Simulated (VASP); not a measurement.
# Zn in VASP: settings compared, part 2 of 2

VASP 6.6.1. The steps go on from the part before.

## 3. Single point, PBEsol

This run uses another cell than the first one, of 15.78 Å³/atom.

Contents of INCAR:

```
PREC = Accurate
ENCUT = 500
EDIFF = 1E-6
ISMEAR = -1
SIGMA = 0.05
LREAL = False
LASPH = True
NELM = 120
ALGO = Normal
ISIF = 2
LWAVE = False
LCHARG = False
GGA = PS
NBANDS = 12
GGA_COMPAT = False
```

Contents of KPOINTS:

```
regular mesh
0
Gamma
  12 12 12
```

Contents of POSCAR:

```
Zn
1.0
    0.0000000000      1.9647760000      2.0433670400
    1.9647760000      0.0000000000      2.0433670400
    1.9647760000      1.9647760000      0.0000000000
Zn
1
Direct
    0.0000000000      0.0000000000      0.0000000000
```

Potentials or basis: VASP PAW PBE potentials, release 64 (Zn).

Run with:

```console
cat potpaw_PBE.64/Zn/POTCAR > POTCAR
mpirun -np 1 vasp_std > vasp.out
```

OUTCAR:

```text
PREC = Accurate
   ENCUT = 500
   EDIFF = 1E-6
   ISMEAR = -1
   LREAL = False
   LASPH = True
   NELM = 120
   ISIF = 2
   GGA = PS

 ion  position               nearest neighbor table
   1  0.000  0.000  0.000-

  LATTYP: Found a body centered tetragonal cell.
 ALAT       =     2.7786128662
 C/A-ratio  =     1.4707821049

  Lattice vectors:

 A1 = (  -1.9647760000,   0.0000000000,   2.0433670400)
 A2 = (   1.9647760000,   0.0000000000,   2.0433670400)
 A3 = (   0.0000000000,   1.9647760000,  -2.0433670400)

Analysis of symmetry for initial positions (statically):
=====================================================================
 Subroutine PRICEL returns:
 Original cell was already a primitive cell.

 Routine SETGRP: Setting up the symmetry group for a
 body centered tetragonal supercell.

 Subroutine GETGRP returns: Found 16 space group operations
 (whereof 16 operations were pure point group operations)
 out of a pool of 16 trial point group operations.

The static configuration has the point symmetry D_4h.

Analysis of symmetry for dynamics (positions and initial velocities):
=====================================================================
 Subroutine PRICEL returns:
 Original cell was already a primitive cell.

 Routine SETGRP: Setting up the symmetry group for a
 body centered tetragonal supercell.

 Subroutine GETGRP returns: Found 16 space group operations
 (whereof 16 operations were pure point group operations)
 out of a pool of 16 trial point group operations.

The dynamic configuration has the point symmetry D_4h.

 Subroutine INISYM returns: Found 16 space group operations
 (whereof 16 operations are pure point group operations),
 and found     1 'primitive' translations

----------------------------------------------------------------------------------------

                                     Primitive cell

  volume of cell :      15.7762

  direct lattice vectors                    reciprocal lattice vectors
     0.000000000  1.964776000  2.043367040    -0.254481936  0.254481936  0.244694169
     1.964776000  0.000000000  2.043367040     0.254481936 -0.254481936  0.244694169
     1.964776000  1.964776000  0.000000000     0.254481936  0.254481936 -0.244694169

  length of vectors
     2.834729897  2.834729897  2.778612866     0.435198056  0.435198056  0.435198056

  position of ions in fractional coordinates (direct lattice)
     0.000000000  0.000000000  0.000000000

  ion indices of the primitive-cell ions
   primitive index   ion index
                 1           1

----------------------------------------------------------------------------------------

 KPOINTS: regular mesh

Automatic generation of k-mesh.
 Grid dimensions read from file:
 generate k-points for:   12   12   12

 Generating k-lattice:

  Cartesian coordinates                     Fractional coordinates (reciprocal lattice)
    -0.021206828  0.021206828  0.020391181     0.083333333  0.000000000  0.000000000
     0.021206828 -0.021206828  0.020391181     0.000000000  0.083333333  0.000000000
     0.021206828  0.021206828 -0.020391181     0.000000000  0.000000000  0.083333333

  Length of vectors
     0.036266505  0.036266505  0.036266505

  Shift w.r.t. Gamma in fractional coordinates (k-lattice)
     0.000000000  0.000000000  0.000000000

 Subroutine IBZKPT returns following result:
 ===========================================

 Found    163 irreducible k-points:

 Following reciprocal coordinates:
            Coordinates               Weight
  0.000000  0.000000  0.000000      1.000000
  0.083333  0.000000  0.000000      8.000000
  0.166667  0.000000  0.000000      8.000000
  0.250000  0.000000  0.000000      8.000000
  0.333333  0.000000  0.000000      8.000000
  0.416667 -0.000000  0.000000      8.000000
[... 16 lines left out ...]
  0.500000  0.166667  0.000000      8.000000
 -0.416667  0.166667  0.000000      8.000000
 [... further k-points ...]
   k-points           NKPTS =    163   k-points in BZ     NKDIM =    163   number of bands    NBANDS=     12
   number of dos      NEDOS =    301   number of ions     NIONS =      1
   total plane-waves  NPLWV =  11520
   dimension x,y,z NGX =    24 NGY =   24 NGZ =   20
   dimension x,y,z NGXF=    48 NGYF=   48 NGZF=   40
   ions per type =               1
   NGX,Y,Z   is equivalent  to a cutoff of  14.08, 14.08, 11.97 a.u.
   NGXF,Y,Z  is equivalent  to a cutoff of  28.15, 28.15, 23.93 a.u.
 SYSTEM =  unknown system
   PREC   = accura    normal or accurate (medium, high low for compatibility)
   ISTART =      0    job   : 0-new  1-cont  2-samecut
   ICHARG =      2    charge: 1-file 2-atom 10-const
   ISPIN  =      1    spin polarized calculation?
   LNONCOLLINEAR =      F non collinear calculations
   LSORBIT =      F    spin-orbit coupling
   LASPH  =      T    aspherical Exc in radial PAW
   ENCUT  =  500.0 eV  36.75 Ry    6.06 a.u.   5.17  5.17  5.07*2*pi/ulx,y,z
   NELM   =    120;   NELMIN=  2; NELMDL= -5     # of ELM steps
   EDIFF  = 0.1E-05   stopping-criterion for ELM
   LREAL  =      F    real-space projection
   EDIFFG = 0.1E-04   stopping-criterion for IOM
   NSW    =      0    number of steps for IOM
   IBRION =     -1    ionic relax: 0-MD 1-quasi-New 2-CG
   NFREE  =      0    steps in history (QN), initial steepest desc. (CG)
   ISIF   =      2    stress and relaxation
   ISYM   =      2    0-nonsym 1-usesym 2-fastsym
   POTIM  = 0.5000    time-step for ionic-motion
   TEBEG  =    0.0;   TEEND  =   0.0 temperature during run
   PSTRESS=    0.0 pullay stress
   NELECT =      12.0000    total number of electrons
   NUPDOWN=      -1.0000    fix difference up-down
   EMIN   =  10.00;   EMAX   =-10.00  energy-range for DOS
   EFERMI =   0.00;   METHOD = LEGACY
   ISMEAR =    -1;   SIGMA  =   0.05  broadening in eV -4-tet -1-fermi 0-gaus
   EFERMI_NEDOS =   21; number of points for ismear=-14 and -15
   IALGO  =     38    algorithm
   IMIX   =      4    mixing-type and parameters
     AMIX     =   0.40;   BMIX     =  1.00
     AMIX_MAG =   1.60;   BMIX_MAG =  1.00
  volume/ion in A,a.u.               =      15.78       106.46
  Fermi-wavevector in a.u.,A,eV,Ry     =   1.494403  2.824012 30.385083  2.233241
  Thomas-Fermi vector in A             =   2.606680
   LORBIT       =      0    0 simple, 1 ext, 2 COOP (PROOUT), +10 PAW based schemes
   GGA     = PS    functional components
   LHFCALC =     F    Hartree Fock is set to
   AEXX    =    0.0000 exact exchange contribution
   IVDW    =     0    specifies the selected vdW correction
   LEPSILON=     F    determine dielectric tensor
   LRPA    =     F    only Hartree local field effects (RPA)
 non-spin polarized calculation
  energy-cutoff  :      500.00
  volume of cell :       15.78
 maximum number of plane-waves:       411
 NGX is ok and might be reduce to    24
   NGX = 11   NGY = 11   NGZ = 11

 number of electron      11.9999994 magnetization

 Free energy of the ion-electron system (eV)
  ---------------------------------------------------
  ext. energy  EPLUGINS =         0.00000000
  ---------------------------------------------------
  free energy    TOTEN  =        -1.51304867 eV

  energy without entropy =       -1.50978088  energy(sigma->0) =       -1.51141478

 E-fermi :   2.5904     XC(G=0): -11.5196

 val. band max:        2.5316534554   @ k =  -0.3333   0.2500   0.1667
 cond. band min:       2.6307567257   @ k =  -0.4167   0.0000   0.0833
 fundamental gap:      0.0991032702
 Fermi energy:         2.5903583644

 k-point     1 :       0.0000    0.0000    0.0000
  band No.  band energies     occupation
      1      -7.4209      2.00000
      2      -4.9120      2.00000
      3      -4.8115      2.00000
      4      -4.8115      2.00000
      5      -4.5354      2.00000
      6      -4.4492      2.00000
      7      20.3125      0.00000
      8      20.3125      0.00000
      9      20.4416      0.00000
     10      21.2832      0.00000
     11      23.1526      0.00000
     12      23.2244      0.00000

 k-point     2 :       0.0833    0.0000    0.0000
  band No.  band energies     occupation
      1      -7.2175      2.00000
      2      -4.9022      2.00000
      3      -4.8143      2.00000
      4      -4.7903      2.00000
      5      -4.5381      2.00000
      6      -4.4576      2.00000
      7      17.4318      0.00000
      8      19.7364      0.00000
      9      19.8157      0.00000
     10      20.9673      0.00000
     11      24.0723      0.00000
     12      24.1438      0.00000
[... 316 lines left out ...]
 k-point    24 :      -0.4167    0.1667    0.0000
  band No.  band energies     occupation
      1      -5.3186      2.00000
      2      -4.9556      2.00000
      3      -4.6869      2.00000
      4      -4.5008      2.00000
      5      -4.2751      2.00000
      6       0.5523      2.00000
      7       2.0500      1.99996
      8      11.0712      0.00000
      9      15.9131      0.00000
     10      18.2297      0.00000
     11      24.9053      0.00000
     12      25.9299      0.00000

 [... further k-points ...]
[... 5 lines left out ...]
  --------------------------------------------------------------------------------------
  -------------------------------------------------------------------------------------
  Total       -0.6057497     -0.6057497     -0.7397479      0.0000000      0.0000000      0.0000000
  in kB      -61.5178774    -61.5178774    -75.1262763      0.0000000      0.0000000      0.0000000
  external PRESSURE =     -66.0540103 kB  Pullay stress =       0.0000000 kB

 VOLUME and BASIS-vectors are now :
 -----------------------------------------------------------------------------
  energy-cutoff  :      500.00
  volume of cell :       15.78
      direct lattice vectors                 reciprocal lattice vectors
     0.000000000  1.964776000  2.043367040    -0.254481936  0.254481936  0.244694169
     1.964776000  0.000000000  2.043367040     0.254481936 -0.254481936  0.244694169
     1.964776000  1.964776000  0.000000000     0.254481936  0.254481936 -0.244694169

 POSITION                                       TOTAL-FORCE (eV/Angst)
 -----------------------------------------------------------------------------------
      0.00000      0.00000      0.00000         0.000000      0.000000      0.000000
 -----------------------------------------------------------------------------------
    total drift:                                0.000000      0.000000     -0.000000

  FREE ENERGIE OF THE ION-ELECTRON SYSTEM (eV)
  ---------------------------------------------------
  free  energy   TOTEN  =        -1.5130486725 eV

  energy  without entropy=       -1.5097808808  energy(sigma->0) =       -1.51141478
```

stdout:

```text
POSCAR found type information on POSCAR Zn
 POSCAR found :  1 types and       1 ions
 scaLAPACK will be used
 -----------------------------------------------------------------------------
|                                                                             |
|                                                                             |
|     You enforced a specific xc type in the INCAR file but a different       |
|     I HOPE YOU KNOW WHAT YOU ARE DOING!                                     |
|                                                                             |
 -----------------------------------------------------------------------------

 LDA part: xc-table for (Slater+PW92), standard interpolation
 POSCAR, INCAR and KPOINTS ok, starting setup
 FFT: planning ... GRIDC
 FFT: planning ... GRID_SOFT
 FFT: planning ... GRID
 WAVECAR not read
 entering main loop
```

It took 19 s on 1 thread of Intel Xeon Platinum 8488C (Sapphire Rapids), shared host; peak memory 0.15 GiB.

Results:

- Free energy: -1.5130 eV
- Pressure: -6.6 GPa
- Band gap on the k mesh: zero (bands 6 and 7 overlap by 3.70 eV)

Levels at points of the mesh, in eV from the Fermi level:
| k point | band 3 | band 4 | band 5 | band 6 | band 7 | band 8 | band 9 | band 10 |
| --- | --- | --- | --- | --- | --- | --- | --- | --- |
| (0.00, 0.00, 0.00) | -7.40 | -7.40 | -7.13 | -7.04 | 17.72 | 17.72 | 17.85 | 18.69 |
| (0.50, 0.00, 0.00) | -7.40 | -6.83 | -6.80 | -2.70 | -1.39 | 14.15 | 15.36 | 17.40 |
| (0.50, 0.50, 0.00) | -6.83 | -6.75 | -6.75 | -1.26 | 1.02 | 8.78 | 8.78 | 12.32 |
| (0.50, 0.00, 0.50) | -6.83 | -6.78 | -6.72 | -0.65 | 1.94 | 7.90 | 8.14 | 11.69 |

Caveat: the cell stands under tension; the PAW data sets were made with another functional, which shifts forces and pressure a little.

## 4. Single point, PBE0

This run uses another cell than the first one, of 14.26 Å³/atom.

Contents of POSCAR:

```
Zn
1.0
    0.0000000000      1.9246672763      1.9246672763
    1.9246672763      0.0000000000      1.9246672763
    1.9246672763      1.9246672763      0.0000000000
Zn
1
Direct
    0.0000000000      0.0000000000      0.0000000000
```

Contents of INCAR.step1:

```
PREC = Accurate
ENCUT = 520
EDIFF = 1E-5
ISMEAR = -1
SIGMA = 0.05
LREAL = F
LASPH = T
NELM = 80
ALGO = Normal
ISIF = 2
LWAVE = T
LCHARG = F
GGA = PE
NBANDS = 12
```

Contents of INCAR.step2:

```
PREC = Accurate
ENCUT = 520
EDIFF = 1E-7
ISMEAR = -1
SIGMA = 0.05
LREAL = F
LASPH = T
NELM = 80
ALGO = Normal
ISIF = 2
LWAVE = F
LCHARG = F
GGA = PE
LHFCALC = T
AEXX = 0.25
PRECFOCK = Normal
ISTART = 1
NBANDS = 12
```

Contents of KPOINTS:

```
regular mesh
0
Gamma
  6 6 6
```

Run with:

```console
cat potpaw_PBE.64/Zn/POTCAR > POTCAR
cp INCAR.step1 INCAR
mpirun -np 1 vasp_std > vasp.out
cp INCAR.step2 INCAR
mpirun -np 1 vasp_std > vasp.out
```

Wall time 12 min (1 thread of Intel Xeon 8259CL, shared host); peak memory 0.13 GiB.

It converged, with:

| Item | Value |
| --- | --- |
| Free energy | -1.1031 eV |
| Pressure | 4.5 GPa |
| Band gap on the k mesh | zero (bands 6 and 7 overlap by 2.46 eV) |

Levels at points of the mesh, in eV from the Fermi level:
| k point | band 2 | band 3 | band 4 | band 5 | band 6 | band 7 | band 8 | band 9 | band 10 | band 11 |
| --- | --- | --- | --- | --- | --- | --- | --- | --- | --- | --- |
| (0.00, 0.00, 0.00) | -11.02 | -11.02 | -11.02 | -10.60 | -10.60 | 20.14 | 20.36 | 20.36 | 20.36 | 22.84 |
| (0.50, 0.00, 0.00) | -11.03 | -11.03 | -10.25 | -10.25 | -4.56 | -2.21 | 17.15 | 17.15 | 18.56 | 20.52 |
| (0.50, 0.50, 0.00) | -11.71 | -10.28 | -10.15 | -10.15 | -2.23 | 2.11 | 9.48 | 9.48 | 13.10 | 14.88 |

Caveat: the k points lie up to 0.47 Å⁻¹ apart, too coarse for converged energies and pressures of a metal; the PAW data sets were made with another functional, which shifts forces and pressure a little.

## 5. Single point, PBE0

This run uses another cell than the first one, of 14.56 Å³/atom.

Contents of POSCAR:

```
Zn
1.0
    0.0000000000      1.9382217178      1.9382217178
    1.9382217178      0.0000000000      1.9382217178
    1.9382217178      1.9382217178      0.0000000000
Zn
1
Direct
    0.0000000000      0.0000000000      0.0000000000
```

Contents of INCAR.step1:

```
PREC = Accurate ; ENCUT = 520
EDIFF = 1E-5 ; ISMEAR = -1
SIGMA = 0.05 ; LREAL = False
LASPH = True ; NELM = 60
ALGO = Normal ; ISIF = 2
LWAVE = True ; LCHARG = False
GGA = PE ; NBANDS = 12
```

Contents of INCAR.step2:

```
PREC = Accurate ; ENCUT = 520
EDIFF = 1E-7 ; ISMEAR = -1
SIGMA = 0.05 ; LREAL = False
LASPH = True ; NELM = 60
ALGO = Normal ; ISIF = 2
LWAVE = False ; LCHARG = False
GGA = PE ; LHFCALC = True
AEXX = 0.25 ; PRECFOCK = Normal
ISTART = 1 ; NBANDS = 12
```

Contents of KPOINTS:

```
Automatic mesh
0
Gamma
  6 6 6
```

Potentials or basis: VASP PAW PBE potentials, release 64 (Zn).

Run with:

```console
cat potpaw_PBE.64/Zn/POTCAR > POTCAR
cp INCAR.step1 INCAR
mpirun -np 1 vasp_std > vasp.out
cp INCAR.step2 INCAR
mpirun -np 1 vasp_std > vasp.out
```

OUTCAR:

```text
PREC = Accurate
   ENCUT = 520
   EDIFF = 1E-7
   ISMEAR = -1
   LREAL = False
   LASPH = True
   NELM = 60
   ISIF = 2
   GGA = PE
   LHFCALC = True
   AEXX = 0.25
   PRECFOCK = Normal
   ISTART = 1

 ion  position               nearest neighbor table
   1  0.000  0.000  0.000-

  LATTYP: Found a face centered cubic cell.
 ALAT       =     3.8764434356
[... 416 lines left out ...]
      6       4.1591      0.00347
      7       6.7705      0.00000
      8       8.5626      0.00000
      9       9.6736      0.00000
     10      23.0944      0.00000
     11      24.2556      0.00000
     12      32.6490      0.00000

------------------------ aborting loop because EDIFF is reached ----------------------------------------

  FORCE on cell =-STRESS in cart. coord.  units (eV):
  Direction    XX          YY          ZZ          XY          YZ          ZX
  --------------------------------------------------------------------------------------
  -------------------------------------------------------------------------------------
  Total        0.2275226      0.2275226      0.2275226      0.0000000     -0.0000000      0.0000000
  in kB       25.0319543     25.0319543     25.0319543      0.0000000     -0.0000000      0.0000000
  external PRESSURE =      25.0319543 kB  Pullay stress =       0.0000000 kB

 VOLUME and BASIS-vectors are now :
 -----------------------------------------------------------------------------
  energy-cutoff  :      520.00
  volume of cell :       14.56
      direct lattice vectors                 reciprocal lattice vectors
     0.000000000  1.938221718  1.938221718    -0.257968423  0.257968423  0.257968423
     1.938221718  0.000000000  1.938221718     0.257968423 -0.257968423  0.257968423
     1.938221718  1.938221718  0.000000000     0.257968423  0.257968423 -0.257968423

 POSITION                                       TOTAL-FORCE (eV/Angst)
 -----------------------------------------------------------------------------------
      0.00000      0.00000      0.00000         0.000000      0.000000      0.000000
 -----------------------------------------------------------------------------------
    total drift:                                0.000000      0.000000      0.000000

  FREE ENERGIE OF THE ION-ELECTRON SYSTEM (eV)
  ---------------------------------------------------
  free  energy   TOTEN  =        -1.1097733935 eV

  energy  without entropy=       -1.1026245743  energy(sigma->0) =       -1.10619898
```

OSZICAR.step1:

```text
N       E                     dE             d eps       ncg     rms          rms(c)
DAV:   1     0.385069777556E+02    0.38507E+02   -0.67989E+03   424   0.162E+03
DAV:   2     0.562032949215E-01   -0.38451E+02   -0.36496E+02   404   0.204E+02
DAV:   3    -0.106144716389E+01   -0.11177E+01   -0.11157E+01   484   0.350E+01
DAV:   4    -0.106343087208E+01   -0.19837E-02   -0.19836E-02   432   0.136E+00
DAV:   5    -0.106343238102E+01   -0.15089E-05   -0.15092E-05   396   0.378E-02    0.315E+00
DAV:   6    -0.956895133728E+00    0.10654E+00   -0.57297E-01   448   0.152E+01    0.236E+00
DAV:   7    -0.951110357414E+00    0.57848E-02   -0.10566E-02   420   0.201E+00    0.120E+00
DAV:   8    -0.948543750098E+00    0.25666E-02   -0.12127E-03   460   0.506E-01    0.372E-02
DAV:   9    -0.948549605773E+00   -0.58557E-05   -0.10186E-04   532   0.141E-01    0.235E-02
DAV:  10    -0.948549493720E+00    0.11205E-06   -0.67280E-06   280   0.417E-02
   1 F= -.94854949E+00 E0= -.94470686E+00  d E =-.768527E-02
```

Wall time 8.6 min (1 thread of Intel Xeon 8259CL, shared host); peak memory 0.13 GiB.

Results:

- Free energy: -1.1098 eV
- Pressure: 2.5 GPa
- Band gap on the k mesh: zero (bands 6 and 7 overlap by 2.52 eV)

Caveat: the k points lie up to 0.47 Å⁻¹ apart, too coarse for converged energies and pressures of a metal; the PAW data sets were made with another functional, which shifts forces and pressure a little.

## 6. The runs side by side

| level | cell | k mesh | cutoff (eV) | grid for exact exchange (PRECFOCK) | share of exact exchange | gap on the mesh (eV) | pressure (GPa) |
| --- | --- | --- | --- | --- | --- | --- | --- |
| PBEsol | a = 2.807, b = 2.807, c = 2.779 Å, angles 60.3, 60.3, 59.3°, 1 atom | 12 × 12 × 12 | 500 | - | - | none | -5.8 |
| PBEsol | a = 2.835, b = 2.835, c = 2.779 Å, angles 60.7, 60.7, 58.7°, 1 atom | 12 × 12 × 12 | 500 | - | - | none | -6.6 |
| PBE0 | a = 2.722 Å, angles 60.0°, 1 atom | 6 × 6 × 6 | 520 | Normal | 0.25 | none | 4.5 |
| PBE0 | a = 2.741 Å, angles 60.0°, 1 atom | 6 × 6 × 6 | 520 | Normal | 0.25 | none | 2.5 |

Alike in all rows: task single point; potentials or basis VASP PAW PBE potentials, release 64 (Zn); no spin polarisation; smearing fermi-dirac 0.05 eV.

Caveats: some runs use coarse meshes; the PAW data sets were made with another functional, which shifts forces and pressure a little; the cell stands under tension (at least some runs).

Total energies depend on the potentials used, so only differences within one code and one set of settings carry meaning.

The gap in the log of VASP goes by the Fermi energy; the results here count the filled bands.